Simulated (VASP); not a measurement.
# Te (C2/m) in VASP: electric field gradients with PBE

Aim: the electric field gradients of Te with PBE.

Program: VASP 6.6.1. These are calculated values, not measurements. Logs are shortened: lines on timing, memory, paths and dates and some standing lists are left out, and cuts for length are marked.

**1. The cell of the first run**

The structure is monoclinic, space group C2/m (No. 12). Conventional cell: a = 8.214 Å, b = 4.600 Å, c = 3.959 Å, α = 90.00°, β = 91.83°, γ = 90.00°. Within 3.8 Å of Te (site symmetry m) lie 10 Te at 2.92 to 3.78 Å. Within 3.8 Å of Te (site symmetry 2/m) lie 10 Te at 2.92 to 3.78 Å.

**2. Electric field gradients, PBE (equal xx and yy strain of -3 %)**

Input file INCAR:

```
SYSTEM = Te
PREC = Accurate
ENCUT = 520
EDIFF = 1E-8
ISMEAR = -1
SIGMA = 0.05
LREAL = .FALSE.
LASPH = .TRUE.
NELM = 80
ALGO = Normal
ISIF = 2
LWAVE = .FALSE.
LCHARG = .FALSE.
GGA = PE
LEFG = .TRUE.
NBANDS = 16
```

Input file KPOINTS:

```
Automatic mesh
0
G
  8 8 8
  0 0 0
```

Input file POSCAR:

```
Te
1.0
    4.1070770000     -2.3000640000      0.0000000000
    4.1070770000      2.3000640000      0.0000000000
   -0.1265365000      0.0000000000      3.9573500000
Te
3
Direct
    0.6760000000      0.6760000000      0.6750000000
    0.3240000000      0.3240000000      0.3250000000
    0.0000000000      0.0000000000      0.0000000000
```

Potentials or basis: VASP PAW PBE potentials, release 64 (Te).

The run is started by

```
$ cat potpaw_PBE.64/Te/POTCAR > POTCAR
$ mpirun -np 1 vasp_std > vasp.out
```

OUTCAR:

```text
SYSTEM = Te
   PREC = Accurate
   ENCUT = 520
   EDIFF = 1E-8
   ISMEAR = -1
   LREAL = .FALSE.
   LASPH = .TRUE.
   NELM = 80
   ISIF = 2
   GGA = PE

 ion  position               nearest neighbor table
   1  0.676  0.676  0.675-   3 2.92   2 2.97   2 2.97   3 3.03   3 3.03   2 3.17   2 3.63   2 3.63

   2  0.324  0.324  0.325-   3 2.92   1 2.97   1 2.97   3 3.03   3 3.03   1 3.17   1 3.63   1 3.63

   3  0.000  0.000  0.000-   1 2.92   2 2.92   1 3.03   1 3.03   2 3.03   2 3.03

  LATTYP: Found a base centered monoclinic cell.
 ALAT       =     8.2141540000
 B/A-ratio  =     0.5600245625
 C/A-ratio  =     0.4820182930
 COS(beta)  =    -0.0319587259

  Lattice vectors:

 A1 = (   4.1070770000,  -2.3000640000,   0.0000000000)
 A2 = (   4.1070770000,   2.3000640000,   0.0000000000)
 A3 = (  -0.1265365000,   0.0000000000,   3.9573500000)

Analysis of symmetry for initial positions (statically):
=====================================================================
 Subroutine PRICEL returns:
 Original cell was already a primitive cell.

 Routine SETGRP: Setting up the symmetry group for a
 base centered monoclinic supercell.

 Subroutine GETGRP returns: Found  4 space group operations
 (whereof  4 operations were pure point group operations)
 out of a pool of  4 trial point group operations.

The static configuration has the point symmetry C_2h.

Analysis of symmetry for dynamics (positions and initial velocities):
=====================================================================
 Subroutine PRICEL returns:
 Original cell was already a primitive cell.

 Routine SETGRP: Setting up the symmetry group for a
 base centered monoclinic supercell.

 Subroutine GETGRP returns: Found  4 space group operations
 (whereof  4 operations were pure point group operations)
 out of a pool of  4 trial point group operations.

The dynamic configuration has the point symmetry C_2h.

 Subroutine INISYM returns: Found  4 space group operations
 (whereof  4 operations are pure point group operations),
 and found     1 'primitive' translations

----------------------------------------------------------------------------------------

                                     Primitive cell

  volume of cell :      74.7665

  direct lattice vectors                    reciprocal lattice vectors
     4.107077000 -2.300064000  0.000000000     0.121741083 -0.217385255  0.003892678
     4.107077000  2.300064000  0.000000000     0.121741083  0.217385255  0.003892678
    -0.126536500  0.000000000  3.957350000     0.000000000  0.000000000  0.252694354

  length of vectors
     4.707268410  4.707268410  3.959372489     0.249183453  0.249183453  0.252694354

  position of ions in fractional coordinates (direct lattice)
     0.676000000  0.676000000  0.675000000
     0.324000000  0.324000000  0.325000000
     0.000000000  0.000000000  0.000000000

  ion indices of the primitive-cell ions
   primitive index   ion index
                 1           1
                 2           2
                 3           3

----------------------------------------------------------------------------------------

 KPOINTS: Automatic mesh

Automatic generation of k-mesh.
 Grid dimensions read from file:
 generate k-points for:    8    8    8

 Generating k-lattice:

  Cartesian coordinates                     Fractional coordinates (reciprocal lattice)
     0.015217635 -0.027173157  0.000486585     0.125000000 -0.000000000  0.000000000
     0.015217635  0.027173157  0.000486585    -0.000000000  0.125000000  0.000000000
     0.000000000  0.000000000  0.031586794     0.000000000  0.000000000  0.125000000

  Length of vectors
     0.031147932  0.031147932  0.031586794

  Shift w.r.t. Gamma in fractional coordinates (k-lattice)
     0.000000000  0.000000000  0.000000000

 Subroutine IBZKPT returns following result:
 ===========================================

 Found    150 irreducible k-points:

 Following reciprocal coordinates:
            Coordinates               Weight
  0.000000  0.000000  0.000000      1.000000
  0.125000 -0.000000  0.000000      4.000000
  0.250000 -0.000000  0.000000      4.000000
  0.375000 -0.000000  0.000000      4.000000
  0.500000 -0.000000  0.000000      2.000000
  0.125000  0.125000  0.000000      2.000000
[... 16 lines left out ...]
  0.125000 -0.000000  0.125000      4.000000
  0.250000 -0.000000  0.125000      4.000000
 [... further k-points ...]
   k-points           NKPTS =    150   k-points in BZ     NKDIM =    150   number of bands    NBANDS=     16
   number of dos      NEDOS =    301   number of ions     NIONS =      3
   total plane-waves  NPLWV =  38880
   dimension x,y,z NGX =    36 NGY =   36 NGZ =   30
   dimension x,y,z NGXF=    72 NGYF=   72 NGZF=   60
   ions per type =               3
   NGX,Y,Z   is equivalent  to a cutoff of  12.71, 12.71, 12.60 a.u.
   NGXF,Y,Z  is equivalent  to a cutoff of  25.43, 25.43, 25.19 a.u.
 SYSTEM =  Te
   PREC   = accura    normal or accurate (medium, high low for compatibility)
   ISTART =      0    job   : 0-new  1-cont  2-samecut
   ICHARG =      2    charge: 1-file 2-atom 10-const
   ISPIN  =      1    spin polarized calculation?
   LNONCOLLINEAR =      F non collinear calculations
   LSORBIT =      F    spin-orbit coupling
   LASPH  =      T    aspherical Exc in radial PAW
   ENCUT  =  520.0 eV  38.22 Ry    6.18 a.u.   8.75  8.75  7.36*2*pi/ulx,y,z
   NELM   =     80;   NELMIN=  2; NELMDL= -5     # of ELM steps
   EDIFF  = 0.1E-07   stopping-criterion for ELM
   LREAL  =      F    real-space projection
   EDIFFG = 0.1E-06   stopping-criterion for IOM
   NSW    =      0    number of steps for IOM
   IBRION =     -1    ionic relax: 0-MD 1-quasi-New 2-CG
   NFREE  =      0    steps in history (QN), initial steepest desc. (CG)
   ISIF   =      2    stress and relaxation
   ISYM   =      2    0-nonsym 1-usesym 2-fastsym
   POTIM  = 0.5000    time-step for ionic-motion
   TEBEG  =    0.0;   TEEND  =   0.0 temperature during run
   PSTRESS=    0.0 pullay stress
   NELECT =      18.0000    total number of electrons
   NUPDOWN=      -1.0000    fix difference up-down
   EMIN   =  10.00;   EMAX   =-10.00  energy-range for DOS
   EFERMI =   0.00;   METHOD = LEGACY
   ISMEAR =    -1;   SIGMA  =   0.05  broadening in eV -4-tet -1-fermi 0-gaus
   EFERMI_NEDOS =   21; number of points for ismear=-14 and -15
   IALGO  =     38    algorithm
   IMIX   =      4    mixing-type and parameters
     AMIX     =   0.40;   BMIX     =  1.00
     AMIX_MAG =   1.60;   BMIX_MAG =  1.00
  volume/ion in A,a.u.               =      24.92       168.18
  Fermi-wavevector in a.u.,A,eV,Ry     =   1.018427  1.924548 14.111876  1.037194
  Thomas-Fermi vector in A             =   2.151884
   LORBIT       =      0    0 simple, 1 ext, 2 COOP (PROOUT), +10 PAW based schemes
   GGA     = PE    functional components
   LHFCALC =     F    Hartree Fock is set to
   AEXX    =    0.0000 exact exchange contribution
   IVDW    =     0    specifies the selected vdW correction
   LEPSILON=     F    determine dielectric tensor
   LRPA    =     F    only Hartree local field effects (RPA)
 non-spin polarized calculation
  energy-cutoff  :      520.00
  volume of cell :       74.77
 maximum number of plane-waves:      2036
   NGX = 17   NGY = 17   NGZ = 15

 number of electron      18.0000000 magnetization

 Free energy of the ion-electron system (eV)
  ---------------------------------------------------
  ext. energy  EPLUGINS =         0.00000000
  ---------------------------------------------------
  free energy    TOTEN  =        -8.35287817 eV

  energy without entropy =       -8.33988243  energy(sigma->0) =       -8.34638030

 E-fermi :  10.0371     XC(G=0): -10.5970

 val. band max:       10.0339138268   @ k =   0.5000   0.1250   0.2500
 cond. band min:      10.0404037569   @ k =   0.3750   0.1250   0.0000
 fundamental gap:      0.0064899301
 Fermi energy:        10.0370649737

 k-point     1 :       0.0000    0.0000    0.0000
  band No.  band energies     occupation
      1      -5.4627      2.00000
      2       0.3854      2.00000
      3       0.4460      2.00000
      4       4.9575      2.00000
      5       5.2641      2.00000
      6       5.7885      2.00000
[... 8 lines left out ...]
     15      16.9782      0.00000
     16      17.0332      0.00000
[... 419 lines left out ...]
 k-point    24 :       0.2500   -0.0000    0.1250
  band No.  band energies     occupation
      1      -4.7675      2.00000
      2      -1.1814      2.00000
      3       0.2644      2.00000
      4       3.7871      2.00000
      5       4.0530      2.00000
      6       7.1400      2.00000
[... 8 lines left out ...]
     15      17.1644      0.00000
     16      17.9804      0.00000

 [... further k-points ...]
[... 5 lines left out ...]
  --------------------------------------------------------------------------------------
  -------------------------------------------------------------------------------------
  Total        8.5289952      8.3984891      6.6772450      0.0000000      0.0000000      0.4038066
  in kB      182.7684501    179.9718264    143.0871624      0.0000000      0.0000000      8.6531998
  external PRESSURE =     168.6091463 kB  Pullay stress =       0.0000000 kB

 VOLUME and BASIS-vectors are now :
 -----------------------------------------------------------------------------
  energy-cutoff  :      520.00
  volume of cell :       74.77
      direct lattice vectors                 reciprocal lattice vectors
     4.107077000 -2.300064000  0.000000000     0.121741083 -0.217385255  0.003892678
     4.107077000  2.300064000  0.000000000     0.121741083  0.217385255  0.003892678
    -0.126536500  0.000000000  3.957350000     0.000000000  0.000000000  0.252694354

 POSITION                                       TOTAL-FORCE (eV/Angst)
 -----------------------------------------------------------------------------------
      5.46736      0.00000      2.67121        -0.674616      0.000000     -0.265827
      2.62026      0.00000      1.28614         0.674616      0.000000      0.265827
      0.00000      0.00000      0.00000        -0.000000     -0.000000      0.000000
 -----------------------------------------------------------------------------------
    total drift:                               -0.000000      0.000000      0.000000

  FREE ENERGIE OF THE ION-ELECTRON SYSTEM (eV)
  ---------------------------------------------------
  free  energy   TOTEN  =        -8.3528781689 eV

  energy  without entropy=       -8.3398824325  energy(sigma->0) =       -8.34638030

 Electric field gradients (V/A^2)
---------------------------------------------------------------------
 ion       V_xx      V_yy      V_zz      V_xy      V_xz      V_yz
---------------------------------------------------------------------
   1     100.013   152.621  -252.633     0.000   -45.509    -0.000
   2     100.013   152.621  -252.633    -0.000   -45.509    -0.000
   3     231.850    50.353  -282.203     0.000    74.260     0.000
---------------------------------------------------------------------

 Electric field gradients after diagonalization (V/A^2)
 (convention: |V_zz| > |V_xx| > |V_yy|)
----------------------------------------------------------------------
 ion       V_xx      V_yy      V_zz     asymmetry (V_yy - V_xx)/ V_zz
----------------------------------------------------------------------
   1     152.621   105.791  -258.411       0.181
   2     152.621   105.791  -258.411       0.181
   3     242.362    50.353  -292.716       0.656
----------------------------------------------------------------------

           NMR quadrupolar parameters

 Cq : quadrupolar parameter    Cq=e*Q*V_zz/h
 eta: asymmetry parameters     (V_yy - V_xx)/ V_zz
 Q  : nuclear electric quadrupole moment in mb (millibarn)
----------------------------------------------------------------------
 ion       Cq(MHz)       eta       Q (mb)
----------------------------------------------------------------------
   1      -0.625       0.181       1.000
   2      -0.625       0.181       1.000
   3      -0.708       0.656       1.000
----------------------------------------------------------------------
```

It took 2.3 min on 1 thread of Oxide Virtual Turin-like, shared host; peak memory 0.24 GiB.

What came out:

```
Free energy            : -8.3529 eV
Pressure               : 16.9 GPa
Largest force          : 0.725 eV/Å
Band gap on the k mesh : zero (band 9 reaches 12.01 eV, above the bottom of band 10 at 7.99 eV)
```

Forces on the atoms (eV/Å):
```
Te  -0.675  0.000 -0.266
Te   0.675  0.000  0.266
Te   0.000  0.000  0.000
```

Stress tensor (GPa, compression positive):
```
18.28  0.00  0.87
 0.00 18.00  0.00
 0.87  0.00 14.31
```

Levels at points of the mesh, in eV from the Fermi level:
```csv
k point,band 5,band 6,band 7,band 8,band 9,band 10,band 11,band 12,band 13,band 14
"(0.00, 0.00, 0.00)",-4.77,-4.25,-4.22,-2.60,-2.27,1.57,2.96,3.34,5.59,5.94
"(0.50, 0.00, 0.00)",-3.21,-3.07,-3.05,0.15,0.23,0.41,0.89,2.40,4.10,5.58
"(0.50, 0.50, 0.00)",-3.65,-3.13,-2.62,0.41,0.61,0.69,0.71,1.97,3.78,5.58
"(0.00, 0.00, 0.50)",-4.14,-2.78,-2.71,-2.08,-2.08,-2.05,-1.86,-1.26,2.46,2.78
"(0.50, 0.00, 0.50)",-4.82,-4.82,-4.20,-4.08,1.97,2.17,2.23,3.47,6.80,7.13
"(0.50, 0.50, 0.50)",-4.44,-4.38,-4.17,-4.01,1.82,2.02,2.60,2.91,6.67,7.13
```

Electric field gradients, principal values (V/Å²):
```
atom    least   middle  greatest (by size)
1 Te  105.791  152.621            -258.411
2 Te  105.791  152.621            -258.411
3 Te   50.353  242.362            -292.716
```

Caveat: the cell differs from its parent crystal (equal xx and yy strain of -3 %); without QUAD_EFG the Cq values of the log hold for a quadrupole moment of 1 mb, not for the nuclei; spin-orbit coupling is left out, which moves the levels of the heavy elements.
